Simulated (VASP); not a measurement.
# Mg (I4/mmm) in VASP: notebook

The runs below take Mg through single point, with LDA.

Everything below comes from runs of VASP 6.6.1. Logs are shortened: lines on timing, memory, paths and dates and some standing lists are left out, and cuts for length are marked.

**1. The cell of the first run**

It takes space group I4/mmm (No. 139, tetragonal). The conventional cell has a = 2.698 Å, b = 2.698 Å, c = 4.489 Å, α = 90.00°, β = 90.00°, γ = 90.00°. Within 3.6 Å of Mg (site symmetry 4/mmm) lie 12 Mg at 2.70 to 2.95 Å.

**2. Single point, LDA (strain -0.1500 x Voigt [1, 1, 0, 0, 0, 0])**

The input, INCAR:

```
  PREC = Accurate
  ENCUT = 520
  EDIFF = 1E-6
  ISMEAR = 0
  SIGMA = 0.15
  LREAL = F
  LASPH = T
  NELM = 80
  ALGO = Normal
  ISIF = 2
  LWAVE = F
  LCHARG = F
  GGA = CA
  NBANDS = 7
```

The input, KPOINTS:

```
regular mesh
0
Gamma
  18 18 18
```

The input, POSCAR:

```
Mg
1.0
    0.0000000000      1.9076176000      2.2442560000
    1.9076176000      0.0000000000      2.2442560000
    1.9076176000      1.9076176000      0.0000000000
Mg
1
Direct
    0.0000000000      0.0000000000      0.0000000000
```

Potentials or basis: VASP PAW LDA potentials, release 64 (Mg).

Command:

```console
> cat potpaw_LDA.64/Mg/POTCAR > POTCAR
> mpirun -np 1 vasp_std > vasp.out
```

OUTCAR:

```text
PREC = Accurate
   ENCUT = 520
   EDIFF = 1E-6
   ISMEAR = 0
   LREAL = F
   LASPH = T
   NELM = 80
   ISIF = 2
   GGA = CA

 ion  position               nearest neighbor table
   1  0.000  0.000  0.000-

  LATTYP: Found a body centered tetragonal cell.
 ALAT       =     2.6977786817
 C/A-ratio  =     1.6637806616

  Lattice vectors:

 A1 = (  -1.9076176000,   0.0000000000,   2.2442560000)
 A2 = (   1.9076176000,   0.0000000000,   2.2442560000)
 A3 = (   0.0000000000,   1.9076176000,  -2.2442560000)

Analysis of symmetry for initial positions (statically):
=====================================================================
 Subroutine PRICEL returns:
 Original cell was already a primitive cell.

 Routine SETGRP: Setting up the symmetry group for a
 body centered tetragonal supercell.

 Subroutine GETGRP returns: Found 16 space group operations
 (whereof 16 operations were pure point group operations)
 out of a pool of 16 trial point group operations.

The static configuration has the point symmetry D_4h.

Analysis of symmetry for dynamics (positions and initial velocities):
=====================================================================
 Subroutine PRICEL returns:
 Original cell was already a primitive cell.

 Routine SETGRP: Setting up the symmetry group for a
 body centered tetragonal supercell.

 Subroutine GETGRP returns: Found 16 space group operations
 (whereof 16 operations were pure point group operations)
 out of a pool of 16 trial point group operations.

The dynamic configuration has the point symmetry D_4h.

 Subroutine INISYM returns: Found 16 space group operations
 (whereof 16 operations are pure point group operations),
 and found     1 'primitive' translations

----------------------------------------------------------------------------------------

                                     Primitive cell

  volume of cell :      16.3337

  direct lattice vectors                    reciprocal lattice vectors
     0.000000000  1.907617600  2.244256000    -0.262107039  0.262107039  0.222790983
     1.907617600  0.000000000  2.244256000     0.262107039 -0.262107039  0.222790983
     1.907617600  1.907617600  0.000000000     0.262107039  0.262107039 -0.222790983

  length of vectors
     2.945452410  2.945452410  2.697778682     0.432476614  0.432476614  0.432476614

  position of ions in fractional coordinates (direct lattice)
     0.000000000  0.000000000  0.000000000

  ion indices of the primitive-cell ions
[... 75 lines left out ...]
   LREAL  =      F    real-space projection
   EDIFFG = 0.1E-04   stopping-criterion for IOM
   NSW    =      0    number of steps for IOM
   IBRION =     -1    ionic relax: 0-MD 1-quasi-New 2-CG
   NFREE  =      0    steps in history (QN), initial steepest desc. (CG)
   ISIF   =      2    stress and relaxation
   ISYM   =      2    0-nonsym 1-usesym 2-fastsym
   POTIM  = 0.5000    time-step for ionic-motion
   TEBEG  =    0.0;   TEEND  =   0.0 temperature during run
   PSTRESS=    0.0 pullay stress
   NELECT =       2.0000    total number of electrons
   NUPDOWN=      -1.0000    fix difference up-down
   EMIN   =  10.00;   EMAX   =-10.00  energy-range for DOS
   EFERMI =   0.00;   METHOD = LEGACY
   ISMEAR =     0;   SIGMA  =   0.15  broadening in eV -4-tet -1-fermi 0-gaus
   EFERMI_NEDOS =   21; number of points for ismear=-14 and -15
   IALGO  =     38    algorithm
   IMIX   =      4    mixing-type and parameters
     AMIX     =   0.40;   BMIX     =  1.00
     AMIX_MAG =   1.60;   BMIX_MAG =  1.00
  volume/ion in A,a.u.               =      16.33       110.23
  Fermi-wavevector in a.u.,A,eV,Ry     =   0.812936  1.536227  8.991619  0.660865
  Thomas-Fermi vector in A             =   1.922570
   LORBIT       =      0    0 simple, 1 ext, 2 COOP (PROOUT), +10 PAW based schemes
   GGA     = CA    functional components
   LHFCALC =     F    Hartree Fock is set to
   AEXX    =    0.0000 exact exchange contribution
   IVDW    =     0    specifies the selected vdW correction
   LEPSILON=     F    determine dielectric tensor
   LRPA    =     F    only Hartree local field effects (RPA)
 non-spin polarized calculation
 Gauss-broadening in eV      SIGMA  =   0.15
  energy-cutoff  :      520.00
  volume of cell :       16.33
 maximum number of plane-waves:       457
 NGX is ok and might be reduce to    24
   NGX = 11   NGY = 11   NGZ =  9

 number of electron       2.0000000 magnetization

 Free energy of the ion-electron system (eV)
  ---------------------------------------------------
  ext. energy  EPLUGINS =         0.00000000
  ---------------------------------------------------
  free energy    TOTEN  =        -1.50167259 eV

  energy without entropy =       -1.49671240  energy(sigma->0) =       -1.49919250

 E-fermi :   4.5433     XC(G=0):  -9.8500

 val. band max:        4.5404778783   @ k =  -0.2778   0.3889   0.1111
 cond. band min:       4.5488477404   @ k =  -0.2778   0.4444   0.2222
 fundamental gap:      0.0083698622
 Fermi energy:         4.5433062738

 k-point     1 :       0.0000    0.0000    0.0000
  band No.  band energies     occupation
      1      -3.9984      2.00000
      2      18.2997      0.00000
      3      19.8899      0.00000
      4      19.8899      0.00000
      5      21.4044      0.00000
      6      22.4705      0.00000
      7      23.1260      0.00000
[... 221 lines left out ...]
 k-point    24 :      -0.2222    0.0556    0.0000
  band No.  band energies     occupation
      1      -2.2112      2.00000
      2      10.7649      0.00000
      3      15.3042      0.00000
      4      19.9378      0.00000
      5      20.3576      0.00000
      6      22.9941      0.00000
      7      23.7770      0.00000

 [... further k-points ...]

------------------------ aborting loop because EDIFF is reached ----------------------------------------

  FORCE on cell =-STRESS in cart. coord.  units (eV):
  Direction    XX          YY          ZZ          XY          YZ          ZX
  --------------------------------------------------------------------------------------
  -------------------------------------------------------------------------------------
  Total        2.3049355      2.3049355      1.3297523      0.0000000     -0.0000000      0.0000000
  in kB      226.0915463    226.0915463    130.4356487      0.0000000     -0.0000000      0.0000000
  external PRESSURE =     194.2062471 kB  Pullay stress =       0.0000000 kB

 VOLUME and BASIS-vectors are now :
 -----------------------------------------------------------------------------
  energy-cutoff  :      520.00
  volume of cell :       16.33
      direct lattice vectors                 reciprocal lattice vectors
     0.000000000  1.907617600  2.244256000    -0.262107039  0.262107039  0.222790983
     1.907617600  0.000000000  2.244256000     0.262107039 -0.262107039  0.222790983
     1.907617600  1.907617600  0.000000000     0.262107039  0.262107039 -0.222790983

 POSITION                                       TOTAL-FORCE (eV/Angst)
 -----------------------------------------------------------------------------------
      0.00000      0.00000      0.00000         0.000000      0.000000      0.000000
 -----------------------------------------------------------------------------------
    total drift:                               -0.000000     -0.000000     -0.000000

  FREE ENERGIE OF THE ION-ELECTRON SYSTEM (eV)
  ---------------------------------------------------
  free  energy   TOTEN  =        -1.5016725879 eV

  energy  without entropy=       -1.4967124050  energy(sigma->0) =       -1.49919250
```

OSZICAR:

```text
N       E                     dE             d eps       ncg     rms          rms(c)
DAV:   1    -0.675812428981E+00   -0.67581E+00   -0.87230E+02  7574   0.201E+02
DAV:   2    -0.151997603650E+01   -0.84416E+00   -0.81046E+00  8960   0.134E+01
DAV:   3    -0.152248529945E+01   -0.25093E-02   -0.25071E-02  8764   0.811E-01
DAV:   4    -0.152248821679E+01   -0.29173E-05   -0.29173E-05  9800   0.200E-02
DAV:   5    -0.152248822217E+01   -0.53772E-08   -0.53455E-08  8932   0.516E-04    0.658E-01
DAV:   6    -0.151002049654E+01    0.12468E-01   -0.19614E-04  8218   0.586E-02    0.417E-01
DAV:   7    -0.150170736859E+01    0.83131E-02   -0.73287E-04  7945   0.108E-01    0.187E-02
DAV:   8    -0.150167393433E+01    0.33434E-04   -0.11575E-05 10157   0.185E-02    0.462E-03
DAV:   9    -0.150167275369E+01    0.11806E-05   -0.93267E-07  8750   0.504E-03    0.641E-04
DAV:  10    -0.150167258794E+01    0.16575E-06   -0.29729E-08  4676   0.982E-04
   1 F= -.15016726E+01 E0= -.14991925E+01  d E =-.496018E-02
```

stdout:

```text
POSCAR found type information on POSCAR Mg
 POSCAR found :  1 types and       1 ions
 scaLAPACK will be used
 LDA part: xc-table for (Slater(with rela. corr.)+CA(PZ))
 , standard interpolation
 POSCAR, INCAR and KPOINTS ok, starting setup
 FFT: planning ... GRIDC
 FFT: planning ... GRID_SOFT
 FFT: planning ... GRID
 WAVECAR not read
 entering main loop
```

Run time: 68 s. Hardware: 1 thread of AMD EPYC, shared host; peak memory 0.14 GiB.

What came out:

```
Free energy            : -1.5017 eV
Pressure               : 19.4 GPa
Band gap on the k mesh : zero (band 1 reaches 6.43 eV, above the bottom of band 2 at 3.28 eV)
```

Levels at points of the mesh, in eV from the Fermi level:
```
           k point  band 1  band 2  band 3  band 4
(0.00, 0.00, 0.00)   -8.54   13.76   15.35   15.35
(0.50, 0.00, 0.00)   -2.24   -1.26   11.11   12.29
(0.50, 0.50, 0.00)   -1.89   -0.80    8.17   11.01
(0.50, 0.00, 0.50)    0.66    1.70    6.29    7.83
```

Caveat: the cell differs from its parent crystal (strain -0.1500 x Voigt [1, 1, 0, 0, 0, 0]).

**3. Single point, LDA (strain -0.1125 x Voigt [1, 1, 0, 0, 0, 0])**

The input, INCAR:

```
SYSTEM = Mg
PREC     = Accurate       ! precision mode
ENCUT    = 520            ! plane-wave cutoff, eV
EDIFF    = 1E-7           ! SCF threshold, eV
ISMEAR   = 0              ! smearing method
SIGMA    = 0.15           ! smearing width, eV
LREAL    = .FALSE.        ! projectors in reciprocal space
LASPH    = .TRUE.         ! aspherical terms in the spheres
NELM     = 60             ! most SCF steps
ALGO     = Fast           ! electronic algorithm
ISIF     = 2              ! what is computed and relaxed
LWAVE    = .FALSE.        ! write WAVECAR
LCHARG   = .TRUE.         ! write CHGCAR
LELF     = .TRUE.         ! ELF
LVHAR    = .TRUE.       
NBANDS   = 7              ! bands
```

The input, KPOINTS:

```
Automatic mesh
0
G
  18 18 18
  0 0 0
```

The input, POSCAR:

```
Mg
1.0
    0.0000000000      1.9917772000      2.2442560000
    1.9917772000      0.0000000000      2.2442560000
    1.9917772000      1.9917772000      0.0000000000
Mg
1
Direct
    0.0000000000      0.0000000000      0.0000000000
```

Potentials or basis: VASP PAW LDA potentials, release 64 (Mg).

Command:

```console
> cat potpaw_LDA.64/Mg/POTCAR > POTCAR
> mpirun -np 1 vasp_std > vasp.out
```

OUTCAR:

```text
SYSTEM = Mg
   PREC = Accurate
   ENCUT = 520
   EDIFF = 1E-7
   ISMEAR = 0
   LREAL = .FALSE.
   LASPH = .TRUE.
   NELM = 60
   ISIF = 2

 ion  position               nearest neighbor table
   1  0.000  0.000  0.000-

  LATTYP: Found a body centered tetragonal cell.
 ALAT       =     2.8167983295
 C/A-ratio  =     1.5934800703

  Lattice vectors:

 A1 = (  -1.9917772000,   0.0000000000,   2.2442560000)
 A2 = (   1.9917772000,   0.0000000000,   2.2442560000)
 A3 = (   0.0000000000,   1.9917772000,  -2.2442560000)

[... 418 lines left out ...]
      7      21.7564      0.00000

 [... further k-points ...]

------------------------ aborting loop because EDIFF is reached ----------------------------------------

  FORCE on cell =-STRESS in cart. coord.  units (eV):
  Direction    XX          YY          ZZ          XY          YZ          ZX
  --------------------------------------------------------------------------------------
  -------------------------------------------------------------------------------------
  Total        1.4815977      1.4815977      0.8157253      0.0000000      0.0000000      0.0000000
  in kB      133.3082373    133.3082373     73.3956957      0.0000000      0.0000000      0.0000000
  external PRESSURE =     113.3373901 kB  Pullay stress =       0.0000000 kB

 VOLUME and BASIS-vectors are now :
 -----------------------------------------------------------------------------
  energy-cutoff  :      520.00
  volume of cell :       17.81
      direct lattice vectors                 reciprocal lattice vectors
     0.000000000  1.991777200  2.244256000    -0.251032093  0.251032093  0.222790983
     1.991777200  0.000000000  2.244256000     0.251032093 -0.251032093  0.222790983
     1.991777200  1.991777200  0.000000000     0.251032093  0.251032093 -0.222790983

 POSITION                                       TOTAL-FORCE (eV/Angst)
 -----------------------------------------------------------------------------------
      0.00000      0.00000      0.00000        -0.000000     -0.000000     -0.000000
 -----------------------------------------------------------------------------------
    total drift:                                0.000000      0.000000     -0.000000

  FREE ENERGIE OF THE ION-ELECTRON SYSTEM (eV)
  ---------------------------------------------------
  free  energy   TOTEN  =        -1.6644294349 eV

  energy  without entropy=       -1.6596777416  energy(sigma->0) =       -1.66205359
```

stdout:

```text
POSCAR found type information on POSCAR Mg
 POSCAR found :  1 types and       1 ions
 scaLAPACK will be used
 LDA part: xc-table for (Slater(with rela. corr.)+CA(PZ))
 , standard interpolation
 POSCAR, INCAR and KPOINTS ok, starting setup
 FFT: planning ... GRIDC
 FFT: planning ... GRID_SOFT
 FFT: planning ... GRID
 WAVECAR not read
 entering main loop
```

Wall time 97 s (1 thread of AMD EPYC, shared host); peak memory 0.15 GiB.

What came out:

* Free energy: -1.6644 eV
* Pressure: 11.3 GPa
* Band gap on the k mesh: zero (band 1 reaches 5.56 eV, above the bottom of band 2 at 2.66 eV)

Stress tensor (GPa, compression positive):
```
13.33  0.00  0.00
 0.00 13.33  0.00
 0.00  0.00  7.34
```

Caveat: the cell differs from its parent crystal (strain -0.1125 x Voigt [1, 1, 0, 0, 0, 0]).
